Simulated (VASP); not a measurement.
Set up this calculation in VASP 6.6.1, as the native input.

| Quantity | Value |
| --- | --- |
| Task | single point |
| Functional | PBEsol |
| Potentials or basis | VASP PAW PBE potentials, release 64 (Cu) |
| Cutoff | 520 eV |
| k mesh | 24 × 24 × 6 |
| Occupations | gaussian, width 0.1 eV |
| Spin | no spin polarisation |
| Dipole correction | no |
| Further INCAR settings | ALGO = Fast; EDIFF = 1e-06; NBANDS = 30 |

The structure of Cu lies in POSCAR:

```
Cu
1.0
    2.5103491844      0.0000000000      0.0000000000
   -1.2551745922      2.1740261660      0.0000000000
    0.0000000000      0.0000000000      8.3587836012
Cu
4
Direct
    0.0000000000      0.0000000000      0.0000000000
    0.3333333333      0.6666666667      0.2500000000
    0.0000000000      0.0000000000      0.5000000000
    0.6666666667      0.3333333333      0.7500000000
```

This isn't the form of Cu at room conditions, which is fcc.

This cell differs from its parent crystal: uniaxial strain along c: +1.5 %.

One way to write it, as run:

INCAR

```
  ALGO = Fast
  EDIFF = 1E-6
  ENCUT = 520
  GGA = PS
  ISIF = 2
  ISMEAR = 0
  LASPH = True
  LCHARG = False
  LREAL = False
  LWAVE = False
  NBANDS = 30
  NELM = 80
  PREC = Accurate
  SIGMA = 0.1
```

KPOINTS

```
k-points
0
Gamma
  24 24 6
```

Potentials or basis: VASP PAW PBE potentials, release 64 (Cu).

Run with:

```sh
$ cat potpaw_PBE.64/Cu/POTCAR > POTCAR
$ mpirun -np 1 vasp_std > vasp.out
```

It gave:

```
Pressure               : -0.3 GPa
Band gap on the k mesh : zero (bands 22 and 23 overlap by 5.34 eV)
```

Caveat: the cell differs from its parent crystal (uniaxial strain along c: +1.5 %); the PAW data sets were made with another functional, which shifts forces and pressure a little.

Wall time 3.9 min on 1 thread of Intel(R) Xeon(R) Platinum 8559C (Emerald Rapids), on a shared host, peak memory 0.35 GiB.
